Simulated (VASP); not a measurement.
Wanted: the native input for a VASP 6.6.1 run.

```
Task                   : relaxation of cell and atoms
Functional             : PBE
Potentials or basis    : VASP PAW PBE potentials, release 64 (Sr_sv, Sn_d, O)
Cutoff                 : 600 eV
k mesh                 : 6 × 6 × 6
Occupations            : gaussian, width 0.02 eV
Spin                   : no spin polarisation
Dipole correction      : no
Further INCAR settings : ALGO = Normal; EDIFF = 1e-07; IBRION = 2; EDIFFG = -0.01; NSW = 100; ISIF = 3
```

The structure of SrSn2O3 lies in POSCAR:

```
SrSn2O3
1.0
    4.6670117425      0.0000000000      0.0000000000
   -2.3335058713      4.0417507288      0.0000000000
    0.0000000000      0.0000000000      5.3408832545
Sr Sn O
1 2 3
Direct
    0.0000000000      0.0000000000      0.0000000000
    0.3333333333      0.6666666667      0.3711315026
    0.6666666667      0.3333333333      0.6288684974
    0.3333333333      0.6666666667      0.7617068434
    0.6666666667      0.3333333333      0.2382931566
    0.0000000000      0.0000000000      0.5000000000
```

The cell was built from a structure type or drawn by symmetry, and may not be a known phase.

The input as run:

INCAR

```
SYSTEM = SrSn2O3
ALGO = Normal
EDIFF = 1E-7
EDIFFG = -0.01
ENCUT = 600
GGA = PE
IBRION = 2
ISIF = 3
ISMEAR = 0
LASPH = .True.
LCHARG = .False.
LREAL = .False.
LWAVE = .False.
NELM = 100
NSW = 100
PREC = Accurate
SIGMA = 0.02
```

KPOINTS

```
k-points
0
Gamma
  6 6 6
  0 0 0
```

Potentials or basis: VASP PAW PBE potentials, release 64 (Sr_sv, Sn_d, O).

Run with:

```bash
$ cat potpaw_PBE.64/Sr_sv/POTCAR potpaw_PBE.64/Sn_d/POTCAR potpaw_PBE.64/O/POTCAR > POTCAR
$ mpirun -np 1 vasp_std > vasp.out
```

Results of the run:

- Relaxed volume: 16.78 Å³/atom
- Relaxed cell: a = 4.663 Å, b = 4.663 Å, c = 5.346 Å, α = 90.00°, β = 90.00°, γ = 120.00°
- Space group after relaxing (to 0.1 Å): P-3m1 (No. 164)
- Energy gained by relaxing: 0.1 meV/atom
- Ionic steps: 5
- Pressure after relaxing: 0.0 GPa
- Largest force after relaxing: 0.008 eV/Å
- Band gap on the k mesh: 1.29 eV

Caveat: spin-orbit coupling is left out, which moves the levels of the heavy elements.

Wall time 10 min on 1 thread of Intel Xeon 8259CL, with other jobs on the host, peak memory 0.35 GiB.
